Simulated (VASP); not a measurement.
# Rh (P6_3/mmc) in VASP: a series of runs

Runs on Rh. Level: PBE. Tasks: single point.

All numbers are computed with VASP 6.6.1; they aren't measurements. Logs are shortened: lines on timing, memory, paths and dates and some standing lists are left out, and cuts for length are marked.

## Step 1: The cell of the first run

The structure is hexagonal, space group P6_3/mmc (No. 194). Conventional cell: a = 2.616 Å, b = 2.616 Å, c = 4.472 Å, α = 90.00°, β = 90.00°, γ = 120.00°. Within 3.5 Å of Rh (site symmetry -6m2) lie 12 Rh at 2.62 to 2.70 Å.

This isn't the form of Rh at room conditions, which is fcc.

## Step 2: Single point, PBE (13.25 Å³/atom)

File INCAR:

```
SYSTEM = Rh
PREC = Accurate
ENCUT = 520
EDIFF = 1E-6
ISMEAR = 0
SIGMA = 0.15
LREAL = .FALSE.
LASPH = .TRUE.
NELM = 60
ALGO = Fast
ISIF = 2
LWAVE = .FALSE.
LCHARG = .TRUE.
GGA = PE
LELF = .TRUE.
LVHAR = .TRUE.
NBANDS = 22
```

File KPOINTS:

```
regular mesh
0
G
  21 21 12
  0 0 0
```

File POSCAR:

```
Rh
1.0
    2.6161647503      0.0000000000      0.0000000000
   -1.3080823752      2.2656651343      0.0000000000
    0.0000000000      0.0000000000      4.4718104077
Rh
2
Direct
    0.6666666667      0.3333333333      0.7500000000
    0.3333333333      0.6666666667      0.2500000000
```

Potentials or basis: VASP PAW PBE potentials, release 64 (Rh_pv).

Command:

```sh
$ cat potpaw_PBE.64/Rh_pv/POTCAR > POTCAR
$ mpirun -np 1 vasp_std > vasp.out
```

OUTCAR:

```text
SYSTEM = Rh
   PREC = Accurate
   ENCUT = 520
   EDIFF = 1E-6
   ISMEAR = 0
   LREAL = .FALSE.
   LASPH = .TRUE.
   NELM = 60
   ISIF = 2
   GGA = PE

 ion  position               nearest neighbor table
   1  0.667  0.333  0.750-   2 2.70   2 2.70   2 2.70   2 2.70   2 2.70   2 2.70
   2  0.333  0.667  0.250-   1 2.70   1 2.70   1 2.70   1 2.70   1 2.70   1 2.70

  LATTYP: Found a hexagonal cell.
 ALAT       =     2.6161647503
 C/A-ratio  =     1.7093000000

  Lattice vectors:

 A1 = (   2.6161647503,   0.0000000000,   0.0000000000)
 A2 = (  -1.3080823752,   2.2656651343,   0.0000000000)
 A3 = (   0.0000000000,   0.0000000000,   4.4718104077)

Analysis of symmetry for initial positions (statically):
=====================================================================
 Subroutine PRICEL returns:
 Original cell was already a primitive cell.

 Routine SETGRP: Setting up the symmetry group for a
 hexagonal supercell.

 Subroutine GETGRP returns: Found 24 space group operations
 (whereof 12 operations were pure point group operations)
 out of a pool of 24 trial point group operations.

The static configuration has the point symmetry D_3d.
 The point group associated with its full space group is D_6h.

Analysis of symmetry for dynamics (positions and initial velocities):
=====================================================================
 Subroutine PRICEL returns:
 Original cell was already a primitive cell.

 Routine SETGRP: Setting up the symmetry group for a
 hexagonal supercell.

 Subroutine GETGRP returns: Found 24 space group operations
 (whereof 12 operations were pure point group operations)
 out of a pool of 24 trial point group operations.

The dynamic configuration has the point symmetry D_3d.
 The point group associated with its full space group is D_6h.

 Subroutine INISYM returns: Found 24 space group operations
 (whereof 12 operations are pure point group operations),
 and found     1 'primitive' translations

----------------------------------------------------------------------------------------

                                     Primitive cell

  volume of cell :      26.5060

  direct lattice vectors                    reciprocal lattice vectors
     2.616164750  0.000000000  0.000000000     0.382238924  0.220685746  0.000000000
    -1.308082375  2.265665134  0.000000000     0.000000000  0.441371492  0.000000000
     0.000000000  0.000000000  4.471810408     0.000000000  0.000000000  0.223623076

  length of vectors
     2.616164750  2.616164750  4.471810408     0.441371492  0.441371492  0.223623076

  position of ions in fractional coordinates (direct lattice)
     0.666666667  0.333333333  0.750000000
     0.333333333  0.666666667  0.250000000

  ion indices of the primitive-cell ions
   primitive index   ion index
                 1           1
                 2           2

----------------------------------------------------------------------------------------

 KPOINTS: regular mesh

Automatic generation of k-mesh.
 Grid dimensions read from file:
 generate k-points for:   21   21   12

 Generating k-lattice:

  Cartesian coordinates                     Fractional coordinates (reciprocal lattice)
     0.018201854  0.010508845  0.000000000     0.047619048 -0.000000000  0.000000000
     0.000000000  0.021017690  0.000000000     0.000000000  0.047619048  0.000000000
     0.000000000  0.000000000  0.018635256     0.000000000  0.000000000  0.083333333

  Length of vectors
     0.021017690  0.021017690  0.018635256

  Shift w.r.t. Gamma in fractional coordinates (k-lattice)
     0.000000000  0.000000000  0.000000000

 Subroutine IBZKPT returns following result:
 ===========================================

 Found    336 irreducible k-points:

 Following reciprocal coordinates:
            Coordinates               Weight
  0.000000  0.000000  0.000000      1.000000
  0.047619 -0.000000  0.000000      6.000000
  0.095238 -0.000000  0.000000      6.000000
  0.142857 -0.000000  0.000000      6.000000
  0.190476 -0.000000  0.000000      6.000000
  0.238095 -0.000000  0.000000      6.000000
[... 16 lines left out ...]
  0.142857  0.095238  0.000000     12.000000
  0.190476  0.095238  0.000000     12.000000
 [... further k-points ...]
   k-points           NKPTS =    336   k-points in BZ     NKDIM =    336   number of bands    NBANDS=     22
   number of dos      NEDOS =    301   number of ions     NIONS =      2
   total plane-waves  NPLWV =  14400
   dimension x,y,z NGX =    20 NGY =   20 NGZ =   36
   dimension x,y,z NGXF=    40 NGYF=   40 NGZF=   72
   ions per type =               2
   NGX,Y,Z   is equivalent  to a cutoff of  12.71, 12.71, 13.38 a.u.
   NGXF,Y,Z  is equivalent  to a cutoff of  25.42, 25.42, 26.77 a.u.
 SYSTEM =  Rh
   PREC   = accura    normal or accurate (medium, high low for compatibility)
   ISTART =      0    job   : 0-new  1-cont  2-samecut
   ICHARG =      2    charge: 1-file 2-atom 10-const
   ISPIN  =      1    spin polarized calculation?
   LNONCOLLINEAR =      F non collinear calculations
   LSORBIT =      F    spin-orbit coupling
   LASPH  =      T    aspherical Exc in radial PAW
   ENCUT  =  520.0 eV  38.22 Ry    6.18 a.u.   4.86  4.86  8.31*2*pi/ulx,y,z
   NELM   =     60;   NELMIN=  2; NELMDL= -5     # of ELM steps
   EDIFF  = 0.1E-05   stopping-criterion for ELM
   LREAL  =      F    real-space projection
   EDIFFG = 0.1E-04   stopping-criterion for IOM
   NSW    =      0    number of steps for IOM
   IBRION =     -1    ionic relax: 0-MD 1-quasi-New 2-CG
   NFREE  =      0    steps in history (QN), initial steepest desc. (CG)
   ISIF   =      2    stress and relaxation
   ISYM   =      2    0-nonsym 1-usesym 2-fastsym
   POTIM  = 0.5000    time-step for ionic-motion
   TEBEG  =    0.0;   TEEND  =   0.0 temperature during run
   PSTRESS=    0.0 pullay stress
   NELECT =      30.0000    total number of electrons
   NUPDOWN=      -1.0000    fix difference up-down
   EMIN   =  10.00;   EMAX   =-10.00  energy-range for DOS
   EFERMI =   0.00;   METHOD = LEGACY
   ISMEAR =     0;   SIGMA  =   0.15  broadening in eV -4-tet -1-fermi 0-gaus
   EFERMI_NEDOS =   21; number of points for ismear=-14 and -15
   IALGO  =     68    algorithm
   IMIX   =      4    mixing-type and parameters
     AMIX     =   0.40;   BMIX     =  1.00
     AMIX_MAG =   1.60;   BMIX_MAG =  1.00
  volume/ion in A,a.u.               =      13.25        89.44
  Fermi-wavevector in a.u.,A,eV,Ry     =   1.706084  3.224032 39.602805  2.910724
  Thomas-Fermi vector in A             =   2.785186
   LORBIT       =      0    0 simple, 1 ext, 2 COOP (PROOUT), +10 PAW based schemes
   GGA     = PE    functional components
   LHFCALC =     F    Hartree Fock is set to
   AEXX    =    0.0000 exact exchange contribution
   IVDW    =     0    specifies the selected vdW correction
   LEPSILON=     F    determine dielectric tensor
   LRPA    =     F    only Hartree local field effects (RPA)
 non-spin polarized calculation
 RMM-DIIS sequential band-by-band and
 Gauss-broadening in eV      SIGMA  =   0.15
  energy-cutoff  :      520.00
  volume of cell :       26.51
 maximum number of plane-waves:       732
 NGX is ok and might be reduce to    20
   NGX =  9   NGY =  9   NGZ = 17

 number of electron      29.9999998 magnetization

 Free energy of the ion-electron system (eV)
  ---------------------------------------------------
  ext. energy  EPLUGINS =         0.00000000
  ---------------------------------------------------
  free energy    TOTEN  =       -14.30885565 eV

  energy without entropy =      -14.27519835  energy(sigma->0) =      -14.29202700

 E-fermi :  12.6405     XC(G=0): -14.2660

 val. band max:       12.6401595621   @ k =   0.1905   0.0476   0.3333
 cond. band min:      12.6407831628   @ k =   0.0952  -0.0000   0.3333
 fundamental gap:      0.0006236008
 Fermi energy:        12.6405469098

 k-point     1 :       0.0000    0.0000    0.0000
  band No.  band energies     occupation
      1     -34.5832      2.00000
      2     -33.9071      2.00000
      3     -33.9071      2.00000
      4     -33.8448      2.00000
      5     -33.8195      2.00000
      6     -33.8195      2.00000
[... 14 lines left out ...]
     21      30.0382      0.00000
     22      31.4216      0.00000

 k-point     2 :       0.0476   -0.0000    0.0000
  band No.  band energies     occupation
      1     -34.5773      2.00000
      2     -33.9238      2.00000
      3     -33.9120      2.00000
      4     -33.8463      2.00000
      5     -33.8366      2.00000
      6     -33.8225      2.00000
[... 14 lines left out ...]
     21      30.1611      0.00000
     22      31.5425      0.00000

 k-point     3 :       0.0952   -0.0000    0.0000
  band No.  band energies     occupation
      1     -34.5598      2.00000
      2     -33.9723      2.00000
      3     -33.9261      2.00000
      4     -33.8860      2.00000
      5     -33.8507      2.00000
      6     -33.8314      2.00000
[... 14 lines left out ...]
     21      30.5060      0.00000
     22      31.8198      0.00000

 k-point     4 :       0.1429   -0.0000    0.0000
  band No.  band energies     occupation
      1     -34.5317      2.00000
      2     -34.0482      2.00000
      3     -33.9627      2.00000
      4     -33.9480      2.00000
      5     -33.8584      2.00000
      6     -33.8455      2.00000
[... 14 lines left out ...]
     21      30.9714      0.00000
     22      31.9608      0.00000

 k-point     5 :       0.1905   -0.0000    0.0000
  band No.  band energies     occupation
      1     -34.4944      2.00000
      2     -34.1446      2.00000
      3     -34.0588      2.00000
      4     -33.9753      2.00000
      5     -33.8697      2.00000
      6     -33.8638      2.00000
[... 14 lines left out ...]
     21      31.0910      0.00000
     22      32.1513      0.00000

 k-point     6 :       0.2381   -0.0000    0.0000
  band No.  band energies     occupation
      1     -34.4498      2.00000
      2     -34.2530      2.00000
      3     -34.1651      2.00000
      4     -34.0056      2.00000
      5     -33.8848      2.00000
      6     -33.8847      2.00000
[... 14 lines left out ...]
     21      30.2988      0.00000
     22      31.1133      0.00000

 k-point     7 :       0.2857   -0.0000    0.0000
  band No.  band energies     occupation
      1     -34.4005      2.00000
      2     -34.3634      2.00000
      3     -34.2720      2.00000
      4     -34.0360      2.00000
      5     -33.9064      2.00000
      6     -33.9039      2.00000
[... 324 lines left out ...]
      6     -33.9716      2.00000
[... 14 lines left out ...]
     21      26.5708      0.00000
     22      27.1262      0.00000

 k-point    21 :       0.4762    0.0476    0.0000
  band No.  band energies     occupation
      1     -34.6446      2.00000
      2     -34.5388      2.00000
      3     -34.2283      2.00000
      4     -34.1237      2.00000
      5     -33.9958      2.00000
      6     -33.9750      2.00000
[... 14 lines left out ...]
     21      26.3529      0.00000
     22      26.9217      0.00000

 k-point    22 :       0.0952    0.0952    0.0000
  band No.  band energies     occupation
      1     -34.5153      2.00000
      2     -34.0788      2.00000
      3     -34.0258      2.00000
      4     -33.9428      2.00000
      5     -33.8632      2.00000
      6     -33.8630      2.00000
[... 14 lines left out ...]
     21      31.2577      0.00000
     22      31.2881      0.00000

 k-point    23 :       0.1429    0.0952    0.0000
  band No.  band energies     occupation
      1     -34.4789      2.00000
      2     -34.1623      2.00000
      3     -34.1123      2.00000
      4     -33.9755      2.00000
      5     -33.8875      2.00000
      6     -33.8747      2.00000
[... 14 lines left out ...]
     21      30.2133      0.00000
     22      31.3219      0.00000

 k-point    24 :       0.1905    0.0952    0.0000
  band No.  band energies     occupation
      1     -34.4354      2.00000
      2     -34.2603      2.00000
      3     -34.2038      2.00000
      4     -34.0137      2.00000
      5     -33.9135      2.00000
      6     -33.8900      2.00000
[... 14 lines left out ...]
     21      29.3341      0.00000
     22      30.3841      0.00000

 [... further k-points ...]
[... 5 lines left out ...]
  --------------------------------------------------------------------------------------
  -------------------------------------------------------------------------------------
  Total        4.2486781      4.2486781      1.1394258     -0.0000000      0.0000000      0.0000000
  in kB      256.8148998    256.8148999     68.8735472     -0.0000000      0.0000000      0.0000000
  external PRESSURE =     194.1677823 kB  Pullay stress =       0.0000000 kB

 VOLUME and BASIS-vectors are now :
 -----------------------------------------------------------------------------
  energy-cutoff  :      520.00
  volume of cell :       26.51
      direct lattice vectors                 reciprocal lattice vectors
     2.616164750  0.000000000  0.000000000     0.382238924  0.220685746  0.000000000
    -1.308082375  2.265665134  0.000000000     0.000000000  0.441371492  0.000000000
     0.000000000  0.000000000  4.471810408     0.000000000  0.000000000  0.223623076

 POSITION                                       TOTAL-FORCE (eV/Angst)
 -----------------------------------------------------------------------------------
      1.30808      0.75522      3.35386        -0.000000      0.000000      0.000000
     -0.00000      1.51044      1.11795         0.000000     -0.000000      0.000000
 -----------------------------------------------------------------------------------
    total drift:                               -0.000000      0.000000     -0.000000

  FREE ENERGIE OF THE ION-ELECTRON SYSTEM (eV)
  ---------------------------------------------------
  free  energy   TOTEN  =       -14.3088556511 eV

  energy  without entropy=      -14.2751983485  energy(sigma->0) =      -14.29202700
```

Wall time 65 s (1 thread of Intel Xeon 6975P-C (Granite Rapids), shared host); peak memory 0.26 GiB.

What came out:

```
Free energy            : -14.3089 eV
Pressure               : 19.4 GPa
Band gap on the k mesh : zero (bands 15 and 16 overlap by 2.64 eV)
```

Levels at points of the mesh, in eV from the Fermi level:
| k point | band 12 | band 13 | band 14 | band 15 | band 16 | band 17 | band 18 | band 19 |
| --- | --- | --- | --- | --- | --- | --- | --- | --- |
| (0.00, 0.00, 0.00) | -2.72 | -2.72 | -1.58 | -1.58 | 0.18 | 0.22 | 0.22 | 8.24 |
| (0.00, 0.00, 0.50) | -3.19 | -3.19 | -3.19 | -0.38 | -0.38 | -0.38 | -0.38 | 14.42 |

Caveat: the cell stands under pressure.

## Step 3: Single point, PBE (13.25 Å³/atom)

File INCAR:

```
SYSTEM = Rh
ALGO = Fast ; EDIFF = 1E-7
ENCUT = 520 ; GGA = PE
ISIF = 2 ; ISMEAR = 0
LASPH = .TRUE. ; LCHARG = .FALSE.
LREAL = .FALSE. ; LWAVE = .FALSE.
NBANDS = 22 ; NELM = 100
PREC = Accurate ; SIGMA = 0.15
```

File KPOINTS:

```
k-points
0
G
  21 21 12
  0 0 0
```

File POSCAR:

```
Rh
1.0
    2.6426076955      0.0000000000      0.0000000000
   -1.3213038478      2.2885653965      0.0000000000
    0.0000000000      0.0000000000      4.3827648630
Rh
2
Direct
    0.6666666667      0.3333333333      0.7500000000
    0.3333333333      0.6666666667      0.2500000000
```

Potentials or basis: VASP PAW PBE potentials, release 64 (Rh_pv).

Command:

```sh
$ cat potpaw_PBE.64/Rh_pv/POTCAR > POTCAR
$ mpirun -np 1 vasp_std > vasp.out
```

It took 72 s on 1 thread of Intel Xeon 6975P-C (Granite Rapids), shared host; peak memory 0.26 GiB.

The run converged. Its results:

```yaml
Free_energy: -14.3544 eV
Pressure: 18.7 GPa
Band_gap_on_the_k_mesh: zero (bands 15 and 16 overlap by 2.57 eV)
```

Stress tensor (GPa, compression positive):
```
21.62  0.00  0.00
 0.00 21.62  0.00
 0.00  0.00 12.88
```

Levels at points of the mesh, in eV from the Fermi level:
| k point | band 13 | band 14 | band 15 | band 16 | band 17 | band 18 |
| --- | --- | --- | --- | --- | --- | --- |
| (0.00, 0.00, 0.00) | -2.69 | -1.83 | -1.83 | 0.17 | 0.17 | 0.44 |
| (0.00, 0.00, 0.50) | -3.26 | -3.26 | -0.44 | -0.44 | -0.44 | -0.44 |

Caveat: the cell stands under pressure.

## Step 4: Single point, PBE (13.25 Å³/atom)

File INCAR:

```
SYSTEM = Rh
ALGO = Fast
EDIFF = 1E-7
ENCUT = 520
GGA = PE
ISIF = 2
ISMEAR = 0
LASPH = .True.
LCHARG = .False.
LREAL = .False.
LWAVE = .False.
NBANDS = 22
NELM = 60
PREC = Accurate
SIGMA = 0.15
```

File KPOINTS:

```
k-points
0
Gamma
  21 21 12
  0 0 0
```

File POSCAR:

```
Rh
1.0
    2.7509892594      0.0000000000      0.0000000000
   -1.3754946297      2.3824265841      0.0000000000
    0.0000000000      0.0000000000      4.0442293102
Rh
2
Direct
    0.6666666667      0.3333333333      0.7500000000
    0.3333333333      0.6666666667      0.2500000000
```

Command:

```sh
$ cat potpaw_PBE.64/Rh_pv/POTCAR > POTCAR
$ mpirun -np 1 vasp_std > vasp.out
```

Wall time 74 s (1 thread of Intel Xeon 6975P-C (Granite Rapids), shared host); peak memory 0.25 GiB.

The run converged. Its results:

```yaml
Free_energy: -14.2134 eV
Pressure: 22.0 GPa
Band_gap_on_the_k_mesh: zero (bands 15 and 16 overlap by 2.14 eV)
```

Stress tensor (GPa, compression positive):
```
12.63  0.00  0.00
 0.00 12.63  0.00
 0.00  0.00 40.82
```

Levels at points of the mesh, in eV from the Fermi level:
| k point | band 13 | band 14 | band 15 | band 16 | band 17 | band 18 |
| --- | --- | --- | --- | --- | --- | --- |
| (0.00, 0.00, 0.00) | -2.54 | -2.54 | -2.51 | 0.11 | 0.11 | 1.78 |
| (0.00, 0.00, 0.50) | -2.95 | -2.95 | -0.38 | -0.38 | -0.38 | -0.38 |

Caveat: the cell stands under pressure.

## Step 5: Single point, PBE (13.25 Å³/atom)

File INCAR:

```
ALGO = Fast
EDIFF = 1E-6
ENCUT = 520
GGA = PE
ISIF = 2
ISMEAR = 0
LASPH = True
LCHARG = False
LREAL = False
LWAVE = False
NBANDS = 22
NELM = 60
PREC = Accurate
SIGMA = 0.15
```

File KPOINTS:

```
k-points
0
Gamma
  21 21 12
```

File POSCAR:

```
Rh
1.0
    2.5900138518      0.0000000000      0.0000000000
   -1.2950069259      2.2430177918      0.0000000000
    0.0000000000      0.0000000000      4.5625684014
Rh
2
Direct
    0.6666666667      0.3333333333      0.7500000000
    0.3333333333      0.6666666667      0.2500000000
```

Command:

```sh
$ cat potpaw_PBE.64/Rh_pv/POTCAR > POTCAR
$ mpirun -np 1 vasp_std > vasp.out
```

It took 66 s on 1 thread of Intel Xeon 6975P-C (Granite Rapids), shared host; peak memory 0.25 GiB.

Results (log left out):

| Item | Value |
| --- | --- |
| Free energy | -14.2285 eV |
| Pressure | 20.8 GPa |
| Band gap on the k mesh | zero (bands 15 and 16 overlap by 2.79 eV) |

Stress tensor (GPa, compression positive):
```
30.74  0.00  0.00
 0.00 30.74  0.00
 0.00  0.00  0.97
```

Levels at points of the mesh, in eV from the Fermi level:
| k point | band 13 | band 14 | band 15 | band 16 | band 17 | band 18 |
| --- | --- | --- | --- | --- | --- | --- |
| (0.00, 0.00, 0.00) | -2.76 | -1.33 | -1.33 | -0.07 | 0.28 | 0.28 |
| (0.00, 0.00, 0.50) | -3.13 | -3.13 | -0.31 | -0.31 | -0.31 | -0.31 |

Caveat: the cell stands under pressure.

[end of part 1 of 2]
